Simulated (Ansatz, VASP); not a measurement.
**Co in VASP and in Ansatz**

```
CELL_PARAMETERS angstrom
-1.40007 1.40007 1.40007
1.40007 -1.40007 1.40007
1.40007 1.40007 -1.40007
ATOMIC_POSITIONS crystal
Co 0.00000 0.00000 0.00000
```

Alike in both runs: functional r2SCAN; k mesh 28 × 28 × 28; occupations gaussian, width 0.1 eV; collinear spin.

Ansatz relaxed the structure, and its values are those at the end. VASP's run is a single point on that final structure, the one shown.

|  | VASP | Ansatz |
| --- | --- | --- |
| version | VASP 6.6.1 | Ansatz 0.2.0 |
| potentials or method | VASP PAW PBE potentials, release 64 (Co), cutoff 520 eV | scalar-relativistic, plane waves, PAW |
| valence electrons in the cell | 9 | 17 |

Ansatz gave:

| Item | Value |
| --- | --- |
| gap on the k mesh at the Fermi level (eV) | none |
| pressure (GPa) | 0.0 |
| net moment per atom (μB) | 1.93 |
| size of the moment on the site where the two differ most (μB) | 2.05 |

Problem. What did VASP give for the same quantities?

Solution. gap on the k mesh at the Fermi level (eV): none; pressure (GPa): -0.2; net moment per atom (μB): 1.92; size of the moment on the site where the two differ most (μB): 1.98.

VASP's potentials were made for PBE, not for r2SCAN. Site moments also hang on the region over which each program counts them. A gap of «none» marks a metal or a gap that the smearing closes. VASP's potentials hold 9 valence electrons a cell and Ansatz's 17, so a difference there can come from the potentials and not from the codes.
